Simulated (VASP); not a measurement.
# TePb3Se2 (P-3m1) in VASP: single point with PBEsol

Aim: the single point of TePb3Se2 with PBEsol.

All numbers are computed with VASP 6.6.1; they aren't measurements. Logs are shortened: lines on timing, memory, paths and dates and some standing lists are left out, and cuts for length are marked.

## Step 1: The cell of the first run

Symmetry: P-3m1, No. 164, trigonal system. Conventional cell: a = 4.478 Å, b = 4.478 Å, c = 10.971 Å, α = 90.00°, β = 90.00°, γ = 120.00°. Within 4.3 Å of Te (site symmetry -3m) lie 6 Pb at 3.26 Å. Within 4.1 Å of Pb (site symmetry 3m) lie 3 Se at 3.12 Å and 3 Te at 3.26 Å. Pb (site symmetry -3m) has 6 Se at 3.13 Å within 4.1 Å. Se (site symmetry 3m) has 6 Pb at 3.12 to 3.13 Å within 4.1 Å.

## Step 2: Single point, PBEsol

File INCAR:

```
SYSTEM = TePb3Se2
ALGO = Normal ; EDIFF = 1E-6
ENCUT = 520 ; GGA = PS
ISIF = 2 ; ISMEAR = 0
LASPH = .TRUE. ; LCHARG = .TRUE.
LELF = .TRUE. ; LREAL = .FALSE.
LVHAR = .TRUE. ; LWAVE = .FALSE.
NBANDS = 39 ; NELM = 80
PREC = Accurate ; SIGMA = 0.02
```

File KPOINTS:

```
k-points
0
G
  12 12 4
  0 0 0
```

File POSCAR:

```
TePb3Se2
1.0
    4.4778501879      0.0000000000      0.0000000000
   -2.2389250940      3.8779320170      0.0000000000
    0.0000000000      0.0000000000     10.9713539646
Te Pb Se
1 3 2
Direct
    0.0000000000      0.0000000000      0.5000000000
    0.3333333333      0.6666666667      0.6808210027
    0.6666666667      0.3333333333      0.3191789973
    0.0000000000      0.0000000000      0.0000000000
    0.3333333333      0.6666666667      0.1602731123
    0.6666666667      0.3333333333      0.8397268877
```

Potentials or basis: VASP PAW PBE potentials, release 64 (Te, Pb_d, Se).

Started as:

```console
$ cat potpaw_PBE.64/Te/POTCAR potpaw_PBE.64/Pb_d/POTCAR potpaw_PBE.64/Se/POTCAR > POTCAR
$ mpirun -np 1 vasp_std > vasp.out
```

OUTCAR:

```text
SYSTEM = TePb3Se2
   EDIFF = 1E-6
   ENCUT = 520
   GGA = PS
   ISIF = 2
   ISMEAR = 0
   LASPH = .TRUE.
   LREAL = .FALSE.
   NELM = 80
   PREC = Accurate

 ion  position               nearest neighbor table
   1  0.000  0.000  0.500-   2 3.26   3 3.26   2 3.26   3 3.26   3 3.26   2 3.26
   2  0.333  0.667  0.681-   6 3.12   6 3.12   6 3.12   1 3.26   1 3.26   1 3.26
   3  0.667  0.333  0.319-   5 3.12   5 3.12   5 3.12   1 3.26   1 3.26   1 3.26
   4  0.000  0.000  0.000-   5 3.13   6 3.13   5 3.13   6 3.13   6 3.13   5 3.13
   5  0.333  0.667  0.160-   3 3.12   3 3.12   3 3.12   4 3.13   4 3.13   4 3.13
   6  0.667  0.333  0.840-   2 3.12   2 3.12   2 3.12   4 3.13   4 3.13   4 3.13

  LATTYP: Found a hexagonal cell.
 ALAT       =     4.4778501879
 C/A-ratio  =     2.4501386836

  Lattice vectors:

 A1 = (   4.4778501879,   0.0000000000,   0.0000000000)
 A2 = (  -2.2389250940,   3.8779320170,   0.0000000000)
 A3 = (   0.0000000000,   0.0000000000,  10.9713539646)

Analysis of symmetry for initial positions (statically):
=====================================================================
 Subroutine PRICEL returns:
 Original cell was already a primitive cell.

 Routine SETGRP: Setting up the symmetry group for a
 hexagonal supercell.

 Subroutine GETGRP returns: Found 12 space group operations
 (whereof 12 operations were pure point group operations)
 out of a pool of 24 trial point group operations.

The static configuration has the point symmetry D_3d.

Analysis of symmetry for dynamics (positions and initial velocities):
=====================================================================
 Subroutine PRICEL returns:
 Original cell was already a primitive cell.

 Routine SETGRP: Setting up the symmetry group for a
 hexagonal supercell.

 Subroutine GETGRP returns: Found 12 space group operations
 (whereof 12 operations were pure point group operations)
 out of a pool of 24 trial point group operations.

The dynamic configuration has the point symmetry D_3d.

 Subroutine INISYM returns: Found 12 space group operations
 (whereof 12 operations are pure point group operations),
 and found     1 'primitive' translations

----------------------------------------------------------------------------------------

                                     Primitive cell

  volume of cell :     190.5154

  direct lattice vectors                    reciprocal lattice vectors
     4.477850188  0.000000000  0.000000000     0.223321451  0.128934700  0.000000000
    -2.238925094  3.877932017  0.000000000     0.000000000  0.257869399  0.000000000
     0.000000000  0.000000000 10.971353965     0.000000000  0.000000000  0.091146453

  length of vectors
     4.477850188  4.477850188 10.971353965     0.257869399  0.257869399  0.091146453

  position of ions in fractional coordinates (direct lattice)
     0.000000000  0.000000000  0.500000000
     0.333333333  0.666666667  0.680821003
     0.666666667  0.333333333  0.319178997
     0.000000000  0.000000000  0.000000000
     0.333333333  0.666666667  0.160273112
     0.666666667  0.333333333  0.839726888

  ion indices of the primitive-cell ions
   primitive index   ion index
                 1           1
                 2           2
                 3           3
                 4           4
                 5           5
                 6           6

----------------------------------------------------------------------------------------

 KPOINTS: k-points

Automatic generation of k-mesh.
 Grid dimensions read from file:
 generate k-points for:   12   12    4

 Generating k-lattice:

  Cartesian coordinates                     Fractional coordinates (reciprocal lattice)
     0.018610121  0.010744558  0.000000000     0.083333333 -0.000000000  0.000000000
     0.000000000  0.021489117  0.000000000     0.000000000  0.083333333  0.000000000
     0.000000000  0.000000000  0.022786613     0.000000000  0.000000000  0.250000000

  Length of vectors
     0.021489117  0.021489117  0.022786613

  Shift w.r.t. Gamma in fractional coordinates (k-lattice)
     0.000000000  0.000000000  0.000000000

 Subroutine IBZKPT returns following result:
 ===========================================

 Found     69 irreducible k-points:

 Following reciprocal coordinates:
            Coordinates               Weight
  0.000000  0.000000  0.000000      1.000000
  0.083333  0.000000  0.000000      6.000000
  0.166667  0.000000  0.000000      6.000000
  0.250000  0.000000  0.000000      6.000000
  0.333333 -0.000000  0.000000      6.000000
  0.416667  0.000000  0.000000      6.000000
[... 16 lines left out ...]
  0.166667  0.000000  0.250000      6.000000
  0.000000  0.166667  0.250000      6.000000
 [... further k-points ...]
   k-points           NKPTS =     69   k-points in BZ     NKDIM =     69   number of bands    NBANDS=     39
   number of dos      NEDOS =    301   number of ions     NIONS =      6
   total plane-waves  NPLWV = 108864
   dimension x,y,z NGX =    36 NGY =   36 NGZ =   84
   dimension x,y,z NGXF=    72 NGYF=   72 NGZF=  168
   ions per type =               1   3   2
   NGX,Y,Z   is equivalent  to a cutoff of  13.37, 13.37, 12.73 a.u.
   NGXF,Y,Z  is equivalent  to a cutoff of  26.73, 26.73, 25.46 a.u.
 SYSTEM =  TePb3Se2
   PREC   = accura    normal or accurate (medium, high low for compatibility)
   ISTART =      0    job   : 0-new  1-cont  2-samecut
   ICHARG =      2    charge: 1-file 2-atom 10-const
   ISPIN  =      1    spin polarized calculation?
   LNONCOLLINEAR =      F non collinear calculations
   LSORBIT =      F    spin-orbit coupling
   LASPH  =      T    aspherical Exc in radial PAW
   ENCUT  =  520.0 eV  38.22 Ry    6.18 a.u.   8.33  8.33 20.40*2*pi/ulx,y,z
   NELM   =     80;   NELMIN=  2; NELMDL= -5     # of ELM steps
   EDIFF  = 0.1E-05   stopping-criterion for ELM
   LREAL  =      F    real-space projection
   EDIFFG = 0.1E-04   stopping-criterion for IOM
   NSW    =      0    number of steps for IOM
   IBRION =     -1    ionic relax: 0-MD 1-quasi-New 2-CG
   NFREE  =      0    steps in history (QN), initial steepest desc. (CG)
   ISIF   =      2    stress and relaxation
   ISYM   =      2    0-nonsym 1-usesym 2-fastsym
   POTIM  = 0.5000    time-step for ionic-motion
   TEBEG  =    0.0;   TEEND  =   0.0 temperature during run
   PSTRESS=    0.0 pullay stress
   NELECT =      60.0000    total number of electrons
   NUPDOWN=      -1.0000    fix difference up-down
   EMIN   =  10.00;   EMAX   =-10.00  energy-range for DOS
   EFERMI =   0.00;   METHOD = LEGACY
   ISMEAR =     0;   SIGMA  =   0.02  broadening in eV -4-tet -1-fermi 0-gaus
   EFERMI_NEDOS =   21; number of points for ismear=-14 and -15
   IALGO  =     38    algorithm
   IMIX   =      4    mixing-type and parameters
     AMIX     =   0.40;   BMIX     =  1.00
     AMIX_MAG =   1.60;   BMIX_MAG =  1.00
  volume/ion in A,a.u.               =      31.75       214.28
  Fermi-wavevector in a.u.,A,eV,Ry     =   1.113821  2.104816 16.879339  1.240596
  Thomas-Fermi vector in A             =   2.250409
   LORBIT       =      0    0 simple, 1 ext, 2 COOP (PROOUT), +10 PAW based schemes
   GGA     = PS    functional components
   LHFCALC =     F    Hartree Fock is set to
   AEXX    =    0.0000 exact exchange contribution
   IVDW    =     0    specifies the selected vdW correction
   LEPSILON=     F    determine dielectric tensor
   LRPA    =     F    only Hartree local field effects (RPA)
 non-spin polarized calculation
 Gauss-broadening in eV      SIGMA  =   0.02
  energy-cutoff  :      520.00
  volume of cell :      190.52
 maximum number of plane-waves:      5174
 NGX is ok and might be reduce to    36
   NGX = 17   NGY = 17   NGZ = 41

 number of electron      60.0000006 magnetization

 Free energy of the ion-electron system (eV)
  ---------------------------------------------------
  ext. energy  EPLUGINS =         0.00000000
  ---------------------------------------------------
  free energy    TOTEN  =       -25.97278285 eV

  energy without entropy =      -25.97278285  energy(sigma->0) =      -25.97278285

 E-fermi :   4.6037     XC(G=0):  -9.4276

 val. band max:        4.5181180840   @ k =   0.0000   0.0000   0.5000
 cond. band min:       5.0112937414   @ k =   0.5000   0.0000   0.5000
 fundamental gap:      0.4931756573
 Fermi energy:         4.6036818789

 k-point     1 :       0.0000    0.0000    0.0000
  band No.  band energies     occupation
      1     -12.1033      2.00000
      2     -12.1033      2.00000
      3     -12.1013      2.00000
      4     -12.0905      2.00000
      5     -12.0905      2.00000
      6     -12.0844      2.00000
[... 31 lines left out ...]
     38       8.9323      0.00000
     39       8.9500      0.00000

 k-point     2 :       0.0833    0.0000    0.0000
  band No.  band energies     occupation
      1     -12.1070      2.00000
      2     -12.1025      2.00000
      3     -12.1005      2.00000
      4     -12.0911      2.00000
      5     -12.0901      2.00000
      6     -12.0864      2.00000
[... 31 lines left out ...]
     38       8.7420      0.00000
     39       8.7785      0.00000

 k-point     3 :       0.1667    0.0000    0.0000
  band No.  band energies     occupation
      1     -12.1179      2.00000
      2     -12.1014      2.00000
      3     -12.0994      2.00000
      4     -12.0928      2.00000
      5     -12.0909      2.00000
      6     -12.0879      2.00000
[... 31 lines left out ...]
     38       8.4386      0.00000
     39       8.6404      0.00000

 k-point     4 :       0.2500    0.0000    0.0000
  band No.  band energies     occupation
      1     -12.1341      2.00000
      2     -12.1020      2.00000
      3     -12.1016      2.00000
      4     -12.0960      2.00000
      5     -12.0929      2.00000
      6     -12.0853      2.00000
[... 31 lines left out ...]
     38       8.6167      0.00000
     39       9.1085      0.00000
[... 754 lines left out ...]
     38       8.8481      0.00000
     39       8.8504      0.00000

 k-point    23 :       0.1667    0.0000    0.2500
  band No.  band energies     occupation
      1     -12.1172      2.00000
      2     -12.1014      2.00000
      3     -12.0997      2.00000
      4     -12.0954      2.00000
      5     -12.0898      2.00000
      6     -12.0888      2.00000
[... 31 lines left out ...]
     38       8.4139      0.00000
     39       8.4520      0.00000

 k-point    24 :       0.0000    0.1667    0.2500
  band No.  band energies     occupation
      1     -12.1184      2.00000
      2     -12.1012      2.00000
      3     -12.0992      2.00000
      4     -12.0932      2.00000
      5     -12.0877      2.00000
      6     -12.0873      2.00000
[... 31 lines left out ...]
     38       8.8534      0.00000
     39       8.8656      0.00000

 [... further k-points ...]

------------------------ aborting loop because EDIFF is reached ----------------------------------------

  FORCE on cell =-STRESS in cart. coord.  units (eV):
  Direction    XX          YY          ZZ          XY          YZ          ZX
  --------------------------------------------------------------------------------------
  -------------------------------------------------------------------------------------
  Total       -3.0234379     -3.0234379     -3.0237607      0.0000000      0.0000000      0.0000000
  in kB      -25.4262113    -25.4262113    -25.4289264      0.0000000      0.0000000      0.0000000
  external PRESSURE =     -25.4271163 kB  Pullay stress =       0.0000000 kB

 VOLUME and BASIS-vectors are now :
 -----------------------------------------------------------------------------
  energy-cutoff  :      520.00
  volume of cell :      190.52
      direct lattice vectors                 reciprocal lattice vectors
     4.477850188  0.000000000  0.000000000     0.223321451  0.128934700  0.000000000
    -2.238925094  3.877932017  0.000000000     0.000000000  0.257869399  0.000000000
     0.000000000  0.000000000 10.971353965     0.000000000  0.000000000  0.091146453

 POSITION                                       TOTAL-FORCE (eV/Angst)
 -----------------------------------------------------------------------------------
      0.00000      0.00000      5.48568         0.000000      0.000000      0.000000
     -0.00000      2.58529      7.46953         0.000000     -0.000000      0.009077
      2.23893      1.29264      3.50183        -0.000000      0.000000     -0.009077
      0.00000      0.00000      0.00000         0.000000      0.000000      0.000000
     -0.00000      2.58529      1.75841        -0.000000     -0.000000      0.003395
      2.23893      1.29264      9.21294         0.000000      0.000000     -0.003395
 -----------------------------------------------------------------------------------
    total drift:                               -0.000000      0.000000      0.000000

  FREE ENERGIE OF THE ION-ELECTRON SYSTEM (eV)
  ---------------------------------------------------
  free  energy   TOTEN  =       -25.9727828540 eV

  energy  without entropy=      -25.9727828540  energy(sigma->0) =      -25.97278285
```

Run time: 12 min. Hardware: 1 thread of Intel Xeon 8259CL, shared host; peak memory 0.63 GiB.

What came out:

| Quantity | Value |
| --- | --- |
| Free energy | -25.9728 eV |
| Pressure | -2.5 GPa |
| Largest force | 0.009 eV/Å |
| Band gap on the k mesh | 0.49 eV (least direct gap 0.50 eV) |

Forces on the atoms (eV/Å):
```
Te   0.000  0.000  0.000
Pb   0.000  0.000  0.009
Pb   0.000  0.000 -0.009
Pb   0.000  0.000  0.000
Se   0.000  0.000  0.003
Se   0.000  0.000 -0.003
```

Levels at points of the mesh, in eV from the valence-band top:
```tsv
k point	band 26	band 27	band 28	band 29	band 30	band 31	band 32	band 33	band 34	band 35
(0.00, 0.00, 0.00)	-1.43	-0.74	-0.74	-0.57	-0.49	1.35	1.56	2.15	2.15	2.24
(0.50, 0.00, 0.00)	-2.29	-1.88	-1.43	-1.25	-1.24	1.95	1.99	2.60	2.80	3.09
(0.00, 0.00, 0.50)	-1.19	-1.05	-0.71	-0.71	0.00	0.53	1.64	1.64	3.00	3.14
(0.50, 0.00, 0.50)	-2.34	-2.31	-1.05	-0.98	-0.01	0.49	1.64	1.66	3.73	3.86
```

Caveat: the PAW data sets were made with another functional, which shifts forces and pressure a little; spin-orbit coupling is left out, which moves the levels of the heavy elements. A k mesh can miss the band edges.
